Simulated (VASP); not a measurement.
# Yb (Pm-3m) in VASP: single point with PBEsol

Aim: the single point of Yb with PBEsol.

All numbers are computed with VASP 6.6.1; they aren't measurements. Logs are shortened: lines on timing, memory, paths and dates and some standing lists are left out, and cuts for length are marked.

### 1 The cell of the first run

Symmetry: Pm-3m, No. 221, cubic system. The conventional cell has a = 3.279 Å, b = 3.279 Å, c = 3.279 Å, α = 90.00°, β = 90.00°, γ = 90.00°. Within 4.3 Å of Yb (site symmetry m-3m) lie 6 Yb at 3.28 Å.

### 2 Single point, PBEsol

INCAR reads:

```
SYSTEM = Yb
  ALGO = Normal
  EDIFF = 1E-7
  ENCUT = 520
  GGA = PS
  ISIF = 2
  ISMEAR = -1
  LASPH = .True.
  LCHARG = .False.
  LREAL = .False.
  LWAVE = .False.
  NBANDS = 18
  NELM = 60
  PREC = Accurate
  SIGMA = 0.13605693000000002
```

KPOINTS reads:

```
k-points
0
Gamma
  10 10 10
  0 0 0
```

POSCAR reads:

```
Yb
1.0
    3.2785260083      0.0000000000      0.0000000000
    0.0000000000      3.2785260083      0.0000000000
    0.0000000000      0.0000000000      3.2785260083
Yb
1
Direct
    0.0000000000      0.0000000000      0.0000000000
```

Potentials or basis: VASP PAW PBE potentials, release 64 (Yb).

On the command line:

```bash
$ cat potpaw_PBE.64/Yb/POTCAR > POTCAR
$ mpirun -np 1 vasp_std > vasp.out
```

OUTCAR:

```text
SYSTEM = Yb
   EDIFF = 1E-7
   ENCUT = 520
   GGA = PS
   ISIF = 2
   ISMEAR = -1
   LASPH = .True.
   LREAL = .False.
   NELM = 60
   PREC = Accurate

 ion  position               nearest neighbor table
   1  0.000  0.000  0.000-

  LATTYP: Found a simple cubic cell.
 ALAT       =     3.2785260083

  Lattice vectors:

 A1 = (   3.2785260083,   0.0000000000,   0.0000000000)
 A2 = (   0.0000000000,   3.2785260083,   0.0000000000)
 A3 = (   0.0000000000,   0.0000000000,   3.2785260083)

Analysis of symmetry for initial positions (statically):
=====================================================================
 Subroutine PRICEL returns:
 Original cell was already a primitive cell.

 Routine SETGRP: Setting up the symmetry group for a
 simple cubic supercell.

 Subroutine GETGRP returns: Found 48 space group operations
 (whereof 48 operations were pure point group operations)
 out of a pool of 48 trial point group operations.

The static configuration has the point symmetry O_h .

Analysis of symmetry for dynamics (positions and initial velocities):
=====================================================================
 Subroutine PRICEL returns:
 Original cell was already a primitive cell.

 Routine SETGRP: Setting up the symmetry group for a
 simple cubic supercell.

 Subroutine GETGRP returns: Found 48 space group operations
 (whereof 48 operations were pure point group operations)
 out of a pool of 48 trial point group operations.

The dynamic configuration has the point symmetry O_h .

 Subroutine INISYM returns: Found 48 space group operations
 (whereof 48 operations are pure point group operations),
 and found     1 'primitive' translations

----------------------------------------------------------------------------------------

                                     Primitive cell

  volume of cell :      35.2400

  direct lattice vectors                    reciprocal lattice vectors
     3.278526008  0.000000000  0.000000000     0.305015119  0.000000000  0.000000000
     0.000000000  3.278526008  0.000000000     0.000000000  0.305015119  0.000000000
     0.000000000  0.000000000  3.278526008     0.000000000  0.000000000  0.305015119

  length of vectors
     3.278526008  3.278526008  3.278526008     0.305015119  0.305015119  0.305015119

  position of ions in fractional coordinates (direct lattice)
     0.000000000  0.000000000  0.000000000

[... 70 lines left out ...]
   LNONCOLLINEAR =      F non collinear calculations
   LSORBIT =      F    spin-orbit coupling
   LASPH  =      T    aspherical Exc in radial PAW
   ENCUT  =  520.0 eV  38.22 Ry    6.18 a.u.   6.10  6.10  6.10*2*pi/ulx,y,z
   NELM   =     60;   NELMIN=  2; NELMDL= -5     # of ELM steps
   EDIFF  = 0.1E-06   stopping-criterion for ELM
   LREAL  =      F    real-space projection
   EDIFFG = 0.1E-05   stopping-criterion for IOM
   NSW    =      0    number of steps for IOM
   IBRION =     -1    ionic relax: 0-MD 1-quasi-New 2-CG
   NFREE  =      0    steps in history (QN), initial steepest desc. (CG)
   ISIF   =      2    stress and relaxation
   ISYM   =      2    0-nonsym 1-usesym 2-fastsym
   POTIM  = 0.5000    time-step for ionic-motion
   TEBEG  =    0.0;   TEEND  =   0.0 temperature during run
   PSTRESS=    0.0 pullay stress
   NELECT =      24.0000    total number of electrons
   NUPDOWN=      -1.0000    fix difference up-down
   EMIN   =  10.00;   EMAX   =-10.00  energy-range for DOS
   EFERMI =   0.00;   METHOD = LEGACY
   ISMEAR =    -1;   SIGMA  =   0.14  broadening in eV -4-tet -1-fermi 0-gaus
   EFERMI_NEDOS =   21; number of points for ismear=-14 and -15
   IALGO  =     38    algorithm
   IMIX   =      4    mixing-type and parameters
     AMIX     =   0.40;   BMIX     =  1.00
     AMIX_MAG =   1.60;   BMIX_MAG =  1.00
  volume/ion in A,a.u.               =      35.24       237.81
  Fermi-wavevector in a.u.,A,eV,Ry     =   1.440345  2.721858 28.226572  2.074595
  Thomas-Fermi vector in A             =   2.559100
   LORBIT       =      0    0 simple, 1 ext, 2 COOP (PROOUT), +10 PAW based schemes
   GGA     = PS    functional components
   LHFCALC =     F    Hartree Fock is set to
   AEXX    =    0.0000 exact exchange contribution
   IVDW    =     0    specifies the selected vdW correction
   LEPSILON=     F    determine dielectric tensor
   LRPA    =     F    only Hartree local field effects (RPA)
 non-spin polarized calculation
  energy-cutoff  :      520.00
  volume of cell :       35.24
 maximum number of plane-waves:       968
   NGX = 13   NGY = 13   NGZ = 13

 number of electron      23.9999983 magnetization

 Free energy of the ion-electron system (eV)
  ---------------------------------------------------
  ext. energy  EPLUGINS =         0.00000000
  ---------------------------------------------------
  free energy    TOTEN  =        -3.46322038 eV

  energy without entropy =       -3.31246643  energy(sigma->0) =       -3.38784341

 E-fermi :   1.3590     XC(G=0):  -9.6324

 val. band max:        1.3020617646   @ k =   0.5000   0.1000   0.0000
 cond. band min:       1.3677177580   @ k =   0.5000   0.3000   0.1000
 fundamental gap:      0.0656559934
 Fermi energy:         1.3590214229

 k-point     1 :       0.0000    0.0000    0.0000
  band No.  band energies     occupation
      1     -50.6280      2.00000
      2     -22.7038      2.00000
      3     -22.7038      2.00000
      4     -22.7038      2.00000
      5      -3.6490      2.00000
      6       0.6928      1.98516
[... 481 lines left out ...]
      5      -1.7127      2.00000
      6       0.6304      1.99060
[... 10 lines left out ...]
     17       7.7226      0.00000
     18       9.8716      0.00000

 [... further k-points ...]

------------------------ aborting loop because EDIFF is reached ----------------------------------------

  FORCE on cell =-STRESS in cart. coord.  units (eV):
  Direction    XX          YY          ZZ          XY          YZ          ZX
  --------------------------------------------------------------------------------------
  -------------------------------------------------------------------------------------
  Total       -0.0589894     -0.0589894     -0.0589894      0.0000000      0.0000000     -0.0000000
  in kB       -2.6819384     -2.6819384     -2.6819384      0.0000000      0.0000000     -0.0000000
  external PRESSURE =      -2.6819384 kB  Pullay stress =       0.0000000 kB

 VOLUME and BASIS-vectors are now :
 -----------------------------------------------------------------------------
  energy-cutoff  :      520.00
  volume of cell :       35.24
      direct lattice vectors                 reciprocal lattice vectors
     3.278526008  0.000000000  0.000000000     0.305015119  0.000000000  0.000000000
     0.000000000  3.278526008  0.000000000     0.000000000  0.305015119  0.000000000
     0.000000000  0.000000000  3.278526008     0.000000000  0.000000000  0.305015119

 POSITION                                       TOTAL-FORCE (eV/Angst)
 -----------------------------------------------------------------------------------
      0.00000      0.00000      0.00000         0.000000      0.000000      0.000000
 -----------------------------------------------------------------------------------
    total drift:                                0.000000      0.000000      0.000000

  FREE ENERGIE OF THE ION-ELECTRON SYSTEM (eV)
  ---------------------------------------------------
  free  energy   TOTEN  =        -3.4632203815 eV

  energy  without entropy=       -3.3124664330  energy(sigma->0) =       -3.38784341
```

Run time: 2.1 min. Hardware: 1 thread of AMD EPYC 7R13, shared host; peak memory 0.14 GiB.

What came out:

| Quantity | Value |
| --- | --- |
| Free energy | -3.4632 eV |
| Pressure | -0.3 GPa |
| Band gap on the k mesh | zero (band 12 reaches 1.64 eV, above the bottom of band 13 at 1.07 eV) |

Caveat: the PAW data sets were made with another functional, which shifts forces and pressure a little; spin-orbit coupling is left out, which moves the levels of the heavy elements. Spin polarisation is off, so any magnetic state and its effect on volume and gap are missing.
